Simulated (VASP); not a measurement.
# Os (Fm-3m) in VASP: notebook, part 2 of 2

VASP 6.6.1. Earlier steps stand in the parts before.

### 4 Single point, r2SCAN

POSCAR

```
Os
1.0
    0.0000000000      1.9166940996      1.9166940996
    1.9166940996      0.0000000000      1.9166940996
    1.9166940996      1.9166940996      0.0000000000
Os
1
Direct
    0.0000000000      0.0000000000      0.0000000000
```

INCAR.step1

```
SYSTEM = Os
PREC = Accurate ; ENCUT = 620
ISMEAR = -1 ; SIGMA = 0.1
LREAL = .FALSE. ; LASPH = .TRUE.
NELM = 120 ; NBANDS = 14
GGA = PE ; ALGO = Normal
EDIFF = 1E-5 ; LWAVE = .TRUE.
LCHARG = .FALSE. ; GGA_COMPAT = .FALSE.
```

INCAR.step2

```
SYSTEM = Os
PREC = Accurate ; ENCUT = 620
EDIFF = 1E-6 ; ISMEAR = -1
SIGMA = 0.1 ; LREAL = .FALSE.
LASPH = .TRUE. ; NELM = 120
ALGO = Normal ; ISIF = 2
LWAVE = .FALSE. ; LCHARG = .FALSE.
METAGGA = R2SCAN ; LMIXTAU = .TRUE.
NBANDS = 14 ; ISTART = 1
GGA_COMPAT = .FALSE.
```

KPOINTS

```
Automatic mesh
0
G
  14 14 14
  0 0 0
```

Potentials or basis: VASP PAW PBE potentials, release 64 (Os_sv_GW).

Started as:

```sh
> cat potpaw_PBE.64/Os_sv_GW/POTCAR > POTCAR
> cp INCAR.step1 INCAR
> mpirun -np 1 vasp_std > vasp.out
> cp INCAR.step2 INCAR
> mpirun -np 1 vasp_std > vasp.out
```

OUTCAR:

```text
SYSTEM = Os
   PREC = Accurate
   ENCUT = 620
   EDIFF = 1E-6
   ISMEAR = -1
   LREAL = .FALSE.
   LASPH = .TRUE.
   NELM = 120
   ISIF = 2
   METAGGA = R2SCAN
   ISTART = 1

 ion  position               nearest neighbor table
   1  0.000  0.000  0.000-

  LATTYP: Found a face centered cubic cell.
 ALAT       =     3.8333881992

  Lattice vectors:

 A1 = (   0.0000000000,   1.9166940996,   1.9166940996)
[... 586 lines left out ...]
     12      31.9415      0.00000
     13      34.7332      0.00000
     14      35.2543      0.00000

 [... further k-points ...]

------------------------ aborting loop because EDIFF is reached ----------------------------------------

  FORCE on cell =-STRESS in cart. coord.  units (eV):
  Direction    XX          YY          ZZ          XY          YZ          ZX
  --------------------------------------------------------------------------------------
  -------------------------------------------------------------------------------------
  Total       -0.0652823     -0.0652823     -0.0652823      0.0000000     -0.0000000      0.0000000
  in kB       -7.4270767     -7.4270767     -7.4270767      0.0000000     -0.0000000      0.0000000
  external PRESSURE =      -7.4270767 kB  Pullay stress =       0.0000000 kB

 VOLUME and BASIS-vectors are now :
 -----------------------------------------------------------------------------
  energy-cutoff  :      620.00
  volume of cell :       14.08
      direct lattice vectors                 reciprocal lattice vectors
     0.000000000  1.916694100  1.916694100    -0.260865831  0.260865831  0.260865831
     1.916694100  0.000000000  1.916694100     0.260865831 -0.260865831  0.260865831
     1.916694100  1.916694100  0.000000000     0.260865831  0.260865831 -0.260865831

 POSITION                                       TOTAL-FORCE (eV/Angst)
 -----------------------------------------------------------------------------------
      0.00000      0.00000      0.00000        -0.000000      0.000000     -0.000000
 -----------------------------------------------------------------------------------
    total drift:                                0.000000      0.000000     -0.000000

  FREE ENERGIE OF THE ION-ELECTRON SYSTEM (eV)
  ---------------------------------------------------
  free  energy   TOTEN  =       -53.9479730243 eV

  energy  without entropy=      -53.9166789812  energy(sigma->0) =      -53.93232600
```

OUTCAR.step1:

```text
SYSTEM = Os
   PREC = Accurate
   ENCUT = 620
   ISMEAR = -1
   LREAL = .FALSE.
   LASPH = .TRUE.
[... 625 lines left out ...]
 -----------------------------------------------------------------------------------
      0.00000      0.00000      0.00000         0.000000     -0.000000     -0.000000
 -----------------------------------------------------------------------------------
    total drift:                                0.000000      0.000000     -0.000000

  FREE ENERGIE OF THE ION-ELECTRON SYSTEM (eV)
  ---------------------------------------------------
  free  energy   TOTEN  =       -12.2328723334 eV

  energy  without entropy=      -12.2006677327  energy(sigma->0) =      -12.21677003
```

OSZICAR.step1:

```text
N       E                     dE             d eps       ncg     rms          rms(c)
DAV:   1     0.109743972579E+03    0.10974E+03   -0.11899E+04  2968   0.139E+03
DAV:   2    -0.114847574412E+02   -0.12123E+03   -0.11523E+03  3752   0.385E+02
DAV:   3    -0.133291952002E+02   -0.18444E+01   -0.18387E+01  3254   0.429E+01
DAV:   4    -0.133317966910E+02   -0.26015E-02   -0.26014E-02  3422   0.207E+00
DAV:   5    -0.133318014988E+02   -0.48079E-05   -0.48083E-05  3242   0.854E-02    0.754E+01
DAV:   6    -0.123666586681E+02    0.96514E+00   -0.10892E+00  3050   0.109E+01    0.398E+01
DAV:   7    -0.122457000345E+02    0.12096E+00   -0.47613E-01  3278   0.690E+00    0.772E+00
DAV:   8    -0.122329602107E+02    0.12740E-01   -0.47670E-02  2948   0.262E+00    0.378E-01
DAV:   9    -0.122329445429E+02    0.15668E-04   -0.61506E-04  3314   0.275E-01    0.538E-01
DAV:  10    -0.122328683682E+02    0.76175E-04   -0.91426E-05  3038   0.136E-01    0.280E-01
DAV:  11    -0.122328723334E+02   -0.39652E-05   -0.14896E-06  1594   0.184E-02
   1 F= -.12232872E+02 E0= -.12216770E+02  d E =-.322046E-01
```

Wall time 34 s (1 thread of Intel Xeon 6975P-C (Granite Rapids), shared host); peak memory 0.17 GiB.

Results:

```
Free energy            : -53.9480 eV
Pressure               : -0.7 GPa
Band gap on the k mesh : zero (bands 8 and 9 overlap by 3.85 eV)
```

Caveat: the PAW data sets were made with another functional, which shifts forces and pressure a little; spin-orbit coupling is left out, which moves the levels of the heavy elements.

### 5 Summary

```tsv
level	potentials or basis	k mesh	cutoff (eV)	grid for exact exchange (PRECFOCK)	share of exact exchange	gap on the mesh (eV)	pressure (GPa)
r2SCAN	VASP PAW PBE potentials, release 64 (Os)	7 × 7 × 7	520	-	-	none	2.1
r2SCAN0	VASP PAW PBE potentials, release 64 (Os)	7 × 7 × 7	520	Normal	0.25	none	-8.6
r2SCAN	VASP PAW PBE potentials, release 64 (Os_sv_GW)	14 × 14 × 14	620	-	-	none	-0.7
```

Alike in all rows: task single point; no spin polarisation; cell a = 2.711 Å, angles 60.0°, 1 atom; smearing fermi-dirac 0.1 eV.

Caveats: some runs use coarse meshes; the PAW data sets were made with another functional, which shifts forces and pressure a little; spin-orbit coupling is left out, which moves the levels of the heavy elements.

Absolute energies hang on the potentials; compare differences alone.
